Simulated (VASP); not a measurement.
# Er3H (Fm-3m) in VASP: a series of runs

Runs on Er3H. Level: PBE. Tasks: single point, relaxation of cell and atoms.

Everything below comes from runs of VASP 6.6.1. Logs are shortened: lines on timing, memory, paths and dates and some standing lists are left out, and cuts for length are marked.

**1. The cell of the first run**

The structure is cubic, space group Fm-3m (No. 225). Conventional cell: a = 7.414 Å, b = 7.414 Å, c = 7.414 Å, α = 90.00°, β = 90.00°, γ = 90.00°. Er (site symmetry -43m) has 4 H at 3.21 Å and 10 Er at 3.21 to 3.71 Å within 4.2 Å. Er (site symmetry m-3m) has 8 Er at 3.21 Å and 6 H at 3.71 Å within 4.2 Å. Within 4.2 Å of H (site symmetry m-3m) lie 14 Er at 3.21 to 3.71 Å.

The cell was built from a structure type or drawn by symmetry, and may not be a known phase.

**2. Single point, PBE**

Input file INCAR:

```
SYSTEM = Er3H
PREC = Accurate ; ENCUT = 500
EDIFF = 1E-6 ; ISMEAR = 0
SIGMA = 0.1 ; LREAL = .FALSE.
LASPH = .TRUE. ; NELM = 200
ALGO = Normal ; ISIF = 2
LWAVE = .FALSE. ; LCHARG = .FALSE.
GGA = PE ; NBANDS = 22
GGA_COMPAT = .FALSE. ; LMAXMIX = 6
```

Input file KPOINTS:

```
regular mesh
0
G
  4 4 4
  0 0 0
```

Input file POSCAR:

```
Er3H
1.0
    0.0000000000      3.7068235900      3.7068235900
    3.7068235900      0.0000000000      3.7068235900
    3.7068235900      3.7068235900      0.0000000000
Er H
3 1
Direct
    0.7500000000      0.7500000000      0.7500000000
    0.5000000000      0.5000000000      0.5000000000
    0.2500000000      0.2500000000      0.2500000000
    0.0000000000      0.0000000000      0.0000000000
```

Potentials or basis: VASP PAW PBE potentials, release 64 (Er_3, H), 4f in core.

Run with:

```sh
$ cat potpaw_PBE.64/Er_3/POTCAR potpaw_PBE.64/H/POTCAR > POTCAR
$ mpirun -np 1 vasp_std > vasp.out
```

OUTCAR:

```text
SYSTEM = Er3H
   PREC = Accurate
   ENCUT = 500
   EDIFF = 1E-6
   ISMEAR = 0
   LREAL = .FALSE.
   LASPH = .TRUE.
   NELM = 200
   ISIF = 2
   GGA = PE

 ion  position               nearest neighbor table
   1  0.750  0.750  0.750-   2 3.21   2 3.21   2 3.21   2 3.21   3 3.71   3 3.71   3 3.71   3 3.71
                             3 3.71   3 3.71
   2  0.500  0.500  0.500-   1 3.21   3 3.21   3 3.21   3 3.21   3 3.21   1 3.21   1 3.21   1 3.21

   3  0.250  0.250  0.250-   2 3.21   2 3.21   2 3.21   2 3.21   1 3.71   1 3.71   1 3.71   1 3.71
                             1 3.71   1 3.71
   4  0.000  0.000  0.000-

  LATTYP: Found a face centered cubic cell.
 ALAT       =     7.4136471800

  Lattice vectors:

 A1 = (   0.0000000000,   3.7068235900,   3.7068235900)
 A2 = (   3.7068235900,   0.0000000000,   3.7068235900)
 A3 = (   3.7068235900,   3.7068235900,   0.0000000000)

Analysis of symmetry for initial positions (statically):
=====================================================================
 Subroutine PRICEL returns:
 Original cell was already a primitive cell.

 Routine SETGRP: Setting up the symmetry group for a
 face centered cubic supercell.

 Subroutine GETGRP returns: Found 48 space group operations
 (whereof 48 operations were pure point group operations)
 out of a pool of 48 trial point group operations.

The static configuration has the point symmetry O_h .

Analysis of symmetry for dynamics (positions and initial velocities):
=====================================================================
 Subroutine PRICEL returns:
 Original cell was already a primitive cell.

 Routine SETGRP: Setting up the symmetry group for a
 face centered cubic supercell.

 Subroutine GETGRP returns: Found 48 space group operations
 (whereof 48 operations were pure point group operations)
 out of a pool of 48 trial point group operations.

The dynamic configuration has the point symmetry O_h .

 Subroutine INISYM returns: Found 48 space group operations
 (whereof 48 operations are pure point group operations),
 and found     1 'primitive' translations

----------------------------------------------------------------------------------------

                                     Primitive cell

  volume of cell :     101.8675

  direct lattice vectors                    reciprocal lattice vectors
     0.000000000  3.706823590  3.706823590    -0.134886376  0.134886376  0.134886376
     3.706823590  0.000000000  3.706823590     0.134886376 -0.134886376  0.134886376
     3.706823590  3.706823590  0.000000000     0.134886376  0.134886376 -0.134886376

  length of vectors
     5.242240194  5.242240194  5.242240194     0.233630056  0.233630056  0.233630056

  position of ions in fractional coordinates (direct lattice)
     0.750000000  0.750000000  0.750000000
     0.500000000  0.500000000  0.500000000
     0.250000000  0.250000000  0.250000000
     0.000000000  0.000000000  0.000000000

  ion indices of the primitive-cell ions
   primitive index   ion index
                 1           1
                 2           2
                 3           3
                 4           4

----------------------------------------------------------------------------------------

 KPOINTS: regular mesh

Automatic generation of k-mesh.
 Grid dimensions read from file:
 generate k-points for:    4    4    4

 Generating k-lattice:

  Cartesian coordinates                     Fractional coordinates (reciprocal lattice)
    -0.033721594  0.033721594  0.033721594     0.250000000  0.000000000  0.000000000
     0.033721594 -0.033721594  0.033721594     0.000000000  0.250000000  0.000000000
     0.033721594  0.033721594 -0.033721594     0.000000000  0.000000000  0.250000000

  Length of vectors
     0.058407514  0.058407514  0.058407514

  Shift w.r.t. Gamma in fractional coordinates (k-lattice)
     0.000000000  0.000000000  0.000000000

 Subroutine IBZKPT returns following result:
 ===========================================

 Found      8 irreducible k-points:

 Following reciprocal coordinates:
            Coordinates               Weight
  0.000000  0.000000  0.000000      1.000000
  0.250000  0.000000  0.000000      8.000000
  0.500000  0.000000  0.000000      4.000000
  0.250000  0.250000  0.000000      6.000000
  0.500000  0.250000  0.000000     24.000000
 -0.250000  0.250000  0.000000     12.000000
  0.500000  0.500000  0.000000      3.000000
 -0.250000  0.500000  0.250000      6.000000
   k-points           NKPTS =      8   k-points in BZ     NKDIM =      8   number of bands    NBANDS=     22
   number of dos      NEDOS =    301   number of ions     NIONS =      4
   total plane-waves  NPLWV =  64000
   dimension x,y,z NGX =    40 NGY =   40 NGZ =   40
   dimension x,y,z NGXF=    80 NGYF=   80 NGZF=   80
   ions per type =               3   1
   NGX,Y,Z   is equivalent  to a cutoff of  12.69, 12.69, 12.69 a.u.
   NGXF,Y,Z  is equivalent  to a cutoff of  25.37, 25.37, 25.37 a.u.
 SYSTEM =  Er3H
   PREC   = accura    normal or accurate (medium, high low for compatibility)
   ISTART =      0    job   : 0-new  1-cont  2-samecut
   ICHARG =      2    charge: 1-file 2-atom 10-const
   ISPIN  =      1    spin polarized calculation?
   LNONCOLLINEAR =      F non collinear calculations
   LSORBIT =      F    spin-orbit coupling
   LASPH  =      T    aspherical Exc in radial PAW
   ENCUT  =  500.0 eV  36.75 Ry    6.06 a.u.   9.56  9.56  9.56*2*pi/ulx,y,z
   NELM   =    200;   NELMIN=  2; NELMDL= -5     # of ELM steps
   EDIFF  = 0.1E-05   stopping-criterion for ELM
   LREAL  =      F    real-space projection
   EDIFFG = 0.1E-04   stopping-criterion for IOM
   NSW    =      0    number of steps for IOM
   IBRION =     -1    ionic relax: 0-MD 1-quasi-New 2-CG
   NFREE  =      0    steps in history (QN), initial steepest desc. (CG)
   ISIF   =      2    stress and relaxation
   ISYM   =      2    0-nonsym 1-usesym 2-fastsym
   POTIM  = 0.5000    time-step for ionic-motion
   TEBEG  =    0.0;   TEEND  =   0.0 temperature during run
   PSTRESS=    0.0 pullay stress
   NELECT =      28.0000    total number of electrons
   NUPDOWN=      -1.0000    fix difference up-down
   EMIN   =  10.00;   EMAX   =-10.00  energy-range for DOS
   EFERMI =   0.00;   METHOD = LEGACY
   ISMEAR =     0;   SIGMA  =   0.10  broadening in eV -4-tet -1-fermi 0-gaus
   EFERMI_NEDOS =   21; number of points for ismear=-14 and -15
   IALGO  =     38    algorithm
   IMIX   =      4    mixing-type and parameters
     AMIX     =   0.40;   BMIX     =  1.00
     AMIX_MAG =   1.60;   BMIX_MAG =  1.00
  volume/ion in A,a.u.               =      25.47       171.86
  Fermi-wavevector in a.u.,A,eV,Ry     =   1.064426  2.011474 15.415446  1.133003
  Thomas-Fermi vector in A             =   2.199944
   LORBIT       =      0    0 simple, 1 ext, 2 COOP (PROOUT), +10 PAW based schemes
   GGA     = PE    functional components
   LHFCALC =     F    Hartree Fock is set to
   AEXX    =    0.0000 exact exchange contribution
   IVDW    =     0    specifies the selected vdW correction
   LEPSILON=     F    determine dielectric tensor
   LRPA    =     F    only Hartree local field effects (RPA)
 non-spin polarized calculation
 Gauss-broadening in eV      SIGMA  =   0.10
  energy-cutoff  :      500.00
  volume of cell :      101.87
 maximum number of plane-waves:      2637
 NGX is ok and might be reduce to    40
   NGX = 19   NGY = 19   NGZ = 19

 number of electron      28.0000004 magnetization

 Free energy of the ion-electron system (eV)
  ---------------------------------------------------
  ext. energy  EPLUGINS =         0.00000000
  ---------------------------------------------------
  free energy    TOTEN  =       -13.83472376 eV

  energy without entropy =      -13.81130817  energy(sigma->0) =      -13.82301597

 E-fermi :   2.7327     XC(G=0):  -9.5557

 val. band max:        2.6024624846   @ k =   0.2500   0.0000   0.0000
 cond. band min:       2.7646586587   @ k =  -0.2500   0.2500   0.0000
 fundamental gap:      0.1621961741
 Fermi energy:         2.7327327007

 k-point     1 :       0.0000    0.0000    0.0000
  band No.  band energies     occupation
      1     -22.4335      2.00000
      2     -22.4335      2.00000
      3     -22.4335      2.00000
      4     -22.4154      2.00000
      5     -22.4154      2.00000
      6     -22.4154      2.00000
[... 14 lines left out ...]
     21       6.9652      0.00000
     22       6.9874      0.00000

 k-point     2 :       0.2500    0.0000    0.0000
  band No.  band energies     occupation
      1     -22.5158      2.00000
      2     -22.5025      2.00000
      3     -22.5025      2.00000
      4     -22.3612      2.00000
      5     -22.3612      2.00000
      6     -22.3027      2.00000
[... 14 lines left out ...]
     21       5.8622      0.00000
     22       5.8622      0.00000

 k-point     3 :       0.5000    0.0000    0.0000
  band No.  band energies     occupation
      1     -22.5368      2.00000
      2     -22.5368      2.00000
      3     -22.4818      2.00000
      4     -22.3469      2.00000
      5     -22.3419      2.00000
      6     -22.3419      2.00000
[... 14 lines left out ...]
     21       4.8314      0.00000
     22       5.9893      0.00000

 k-point     4 :       0.2500    0.2500    0.0000
  band No.  band energies     occupation
      1     -22.5781      2.00000
      2     -22.5781      2.00000
      3     -22.4431      2.00000
      4     -22.3246      2.00000
      5     -22.2989      2.00000
      6     -22.2989      2.00000
[... 14 lines left out ...]
     21       5.7293      0.00000
     22       6.2627      0.00000

 k-point     5 :       0.5000    0.2500    0.0000
  band No.  band energies     occupation
      1     -22.6031      2.00000
      2     -22.5925      2.00000
      3     -22.4634      2.00000
      4     -22.3513      2.00000
      5     -22.2862      2.00000
      6     -22.2681      2.00000
[... 14 lines left out ...]
     21       4.9469      0.00000
     22       5.9141      0.00000

 k-point     6 :      -0.2500    0.2500    0.0000
  band No.  band energies     occupation
      1     -22.5673      2.00000
      2     -22.5429      2.00000
      3     -22.5065      2.00000
      4     -22.3572      2.00000
      5     -22.3329      2.00000
      6     -22.2623      2.00000
[... 14 lines left out ...]
     21       4.9885      0.00000
     22       5.5991      0.00000

 k-point     7 :       0.5000    0.5000    0.0000
  band No.  band energies     occupation
      1     -22.6508      2.00000
      2     -22.6508      2.00000
      3     -22.4566      2.00000
      4     -22.2493      2.00000
      5     -22.2493      2.00000
      6     -22.2320      2.00000
[... 14 lines left out ...]
     21       4.9415      0.00000
     22       4.9415      0.00000

 k-point     8 :      -0.2500    0.5000    0.2500
  band No.  band energies     occupation
      1     -22.6587      2.00000
      2     -22.4952      2.00000
      3     -22.4952      2.00000
      4     -22.4456      2.00000
      5     -22.2420      2.00000
      6     -22.2393      2.00000
[... 14 lines left out ...]
     21       5.1941      0.00000
     22       5.9923      0.00000

------------------------ aborting loop because EDIFF is reached ----------------------------------------

  FORCE on cell =-STRESS in cart. coord.  units (eV):
  Direction    XX          YY          ZZ          XY          YZ          ZX
  --------------------------------------------------------------------------------------
  -------------------------------------------------------------------------------------
  Total        0.3177581      0.3177581      0.3177581     -0.0000000      0.0000000      0.0000000
  in kB        4.9977146      4.9977146      4.9977146     -0.0000000      0.0000000      0.0000000
  external PRESSURE =       4.9977146 kB  Pullay stress =       0.0000000 kB

 VOLUME and BASIS-vectors are now :
 -----------------------------------------------------------------------------
  energy-cutoff  :      500.00
  volume of cell :      101.87
      direct lattice vectors                 reciprocal lattice vectors
     0.000000000  3.706823590  3.706823590    -0.134886376  0.134886376  0.134886376
     3.706823590  0.000000000  3.706823590     0.134886376 -0.134886376  0.134886376
     3.706823590  3.706823590  0.000000000     0.134886376  0.134886376 -0.134886376

 POSITION                                       TOTAL-FORCE (eV/Angst)
 -----------------------------------------------------------------------------------
      5.56024      5.56024      5.56024        -0.000000     -0.000000     -0.000000
      3.70682      3.70682      3.70682         0.000000      0.000000      0.000000
      1.85341      1.85341      1.85341        -0.000000     -0.000000     -0.000000
      0.00000      0.00000      0.00000         0.000000      0.000000      0.000000
 -----------------------------------------------------------------------------------
    total drift:                               -0.000000     -0.000000      0.000000

  FREE ENERGIE OF THE ION-ELECTRON SYSTEM (eV)
  ---------------------------------------------------
  free  energy   TOTEN  =       -13.8347237608 eV

  energy  without entropy=      -13.8113081748  energy(sigma->0) =      -13.82301597
```

Run time: 15 s. Hardware: 1 thread of Intel Xeon 6975P-C (Granite Rapids), shared host; peak memory 0.23 GiB.

Results:

- Free energy: -13.8347 eV
- Pressure: 0.5 GPa
- Band gap on the k mesh: zero (bands 14 and 15 overlap by 0.59 eV)

Levels at points of the mesh, in eV from the Fermi level:
```csv
k point,band 10,band 11,band 12,band 13,band 14,band 15,band 16,band 17,band 18,band 19
"(0.00, 0.00, 0.00)",-5.97,-1.27,-1.27,-0.46,-0.19,-0.19,-0.19,0.58,0.58,0.58
"(0.50, 0.00, 0.00)",-4.02,-3.25,-0.60,-0.60,-0.31,0.17,0.17,0.49,0.71,0.71
"(0.50, 0.50, 0.00)",-3.85,-2.52,-1.92,-1.92,0.23,0.39,0.39,1.57,1.57,1.86
```

Caveat: the k points lie up to 0.37 Å⁻¹ apart, too coarse for converged energies and pressures of a metal; spin-orbit coupling is left out, which moves the levels of the heavy elements; the 4f electrons are frozen in the core, so they carry no moment and show no levels.

**3. Single point, PBE**

Input file INCAR:

```
SYSTEM = Er3H
PREC = Accurate
ENCUT = 500
EDIFF = 1E-6
ISMEAR = 0
SIGMA = 0.1
LREAL = .False.
LASPH = .True.
NELM = 200
ALGO = Normal
ISIF = 2
LWAVE = .False.
LCHARG = .True.
GGA = PE
LELF = .True.
LVHAR = .True.
NBANDS = 22
GGA_COMPAT = .False.
LMAXMIX = 6
```

Input file KPOINTS:

```
Automatic mesh
0
Gamma
  12 12 12
  0 0 0
```

Input file POSCAR:

```
Er3H
1.0
    0.0000000000      3.7092325519      3.7092325519
    3.7092325519      0.0000000000      3.7092325519
    3.7092325519      3.7092325519      0.0000000000
Er H
3 1
Direct
    0.7500000000      0.7500000000      0.7500000000
    0.5000000000      0.5000000000      0.5000000000
    0.2500000000      0.2500000000      0.2500000000
    0.0000000000      0.0000000000      0.0000000000
```

Potentials or basis: VASP PAW PBE potentials, release 64 (Er_3, H), 4f in core.

Run with:

```sh
$ cat potpaw_PBE.64/Er_3/POTCAR potpaw_PBE.64/H/POTCAR > POTCAR
$ mpirun -np 1 vasp_std > vasp.out
```

Wall time 1.7 min (1 thread of Intel Xeon 6975P-C (Granite Rapids), shared host); peak memory 0.31 GiB.

The run converged. Its results:

| Item | Value |
| --- | --- |
| Free energy | -13.8176 eV |
| Pressure | 0.3 GPa |
| Band gap on the k mesh | zero (bands 14 and 15 overlap by 0.58 eV) |

Levels at points of the mesh, in eV from the Fermi level:
```csv
k point,band 12,band 13,band 14,band 15,band 16,band 17
"(0.00, 0.00, 0.00)",-1.28,-0.47,-0.20,-0.20,-0.20,0.55
"(0.50, 0.00, 0.00)",-0.62,-0.62,-0.33,0.14,0.14,0.47
"(0.50, 0.50, 0.00)",-1.94,-1.93,0.22,0.36,0.36,1.56
```

Caveat: spin-orbit coupling is left out, which moves the levels of the heavy elements; the 4f electrons are frozen in the core, so they carry no moment and show no levels.

**4. Relaxation of cell and atoms, PBE**

Input file INCAR:

```
SYSTEM = Er3H
PREC = Accurate
ENCUT = 500
EDIFF = 1E-7
ISMEAR = 0
SIGMA = 0.1
LREAL = .False.
LASPH = .True.
NELM = 200
ALGO = Normal
ISIF = 3
LWAVE = .False.
LCHARG = .False.
GGA = PE
IBRION = 2
NSW = 100
EDIFFG = -0.01
GGA_COMPAT = .False.
NELMIN = 4
LMAXMIX = 6
```

Input file KPOINTS:

```
regular mesh
0
Gamma
  12 12 12
  0 0 0
```

Input file POSCAR:

```
Er3H
1.0
    0.0000000000      3.7068235900      3.7068235900
    3.7068235900      0.0000000000      3.7068235900
    3.7068235900      3.7068235900      0.0000000000
Er H
3 1
Direct
    0.7500000000      0.7500000000      0.7500000000
    0.5000000000      0.5000000000      0.5000000000
    0.2500000000      0.2500000000      0.2500000000
    0.0000000000      0.0000000000      0.0000000000
```

Run with:

```sh
$ cat potpaw_PBE.64/Er_3/POTCAR potpaw_PBE.64/H/POTCAR > POTCAR
$ mpirun -np 1 vasp_std > vasp.out
```

Run time: 3.6 min. Hardware: 1 thread of Intel Xeon 6975P-C (Granite Rapids), shared host; peak memory 0.31 GiB.

It converged, with:

* Free energy: -13.8184 eV
* Relaxed volume: 25.74 Å³/atom
* Relaxed cell: a = 5.261 Å, b = 5.261 Å, c = 5.261 Å, α = 60.00°, β = 60.00°, γ = 60.00°
* Space group after relaxing (to 0.1 Å): Fm-3m (No. 225)
* Energy gained by relaxing: 0.3 meV/atom
* Ionic steps: 3
* Pressure after relaxing: 0.0 GPa
* Band gap on the k mesh: zero (bands 14 and 15 overlap by 0.57 eV)

The path:
```csv
step,energy change (eV),largest force (eV/Å),pressure (GPa),volume (Å³)
1,0.0000,0.0000,0.38,101.87
2,-0.0012,0.0000,0.07,102.75
3,-0.0013,0.0000,0.00,102.96
```

Final structure:
```
CELL_PARAMETERS angstrom
0.00000 3.72001 3.72001
3.72001 0.00000 3.72001
3.72001 3.72001 0.00000
ATOMIC_POSITIONS crystal
Er 0.75000 0.75000 0.75000
Er 0.50000 0.50000 0.50000
Er 0.25000 0.25000 0.25000
H 0.00000 0.00000 0.00000
```

Levels at points of the mesh, in eV from the Fermi level:
```csv
k point,band 10,band 11,band 12,band 13,band 14,band 15,band 16,band 17,band 18
"(0.00, 0.00, 0.00)",-5.95,-1.26,-1.26,-0.49,-0.20,-0.20,-0.20,0.53,0.53
"(0.50, 0.00, 0.00)",-4.00,-3.27,-0.61,-0.61,-0.34,0.14,0.14,0.44,0.68
"(0.50, 0.50, 0.00)",-3.82,-2.54,-1.95,-1.93,0.23,0.36,0.36,1.53,1.53
```

Caveat: spin-orbit coupling is left out, which moves the levels of the heavy elements; the 4f electrons are frozen in the core, so they carry no moment and show no levels. Spin polarisation is off, so any magnetic state and its effect on volume and gap are missing.

**5. The runs side by side**

```csv
task,cell,k mesh,gap on the mesh (eV),pressure (GPa)
single point,"a = 5.242 Å, angles 60.0°, 4 atoms",4 × 4 × 4,none,0.5
single point,"a = 5.246 Å, angles 60.0°, 4 atoms",12 × 12 × 12,none,0.3
relaxation of cell and atoms,"relaxed from a = 5.242 Å, angles 60.0°, 4 atoms",12 × 12 × 12,none,0.0
```

Alike in all rows: level PBE; potentials or basis VASP PAW PBE potentials, release 64 (Er_3, H), 4f in core; no spin polarisation; cutoff (eV) 500; smearing gaussian 0.1 eV.

Caveats: some runs use coarse meshes; spin-orbit coupling is left out, which moves the levels of the heavy elements; the 4f electrons are frozen in the core, so they carry no moment and show no levels.

Absolute energies hang on the potentials; compare differences alone.
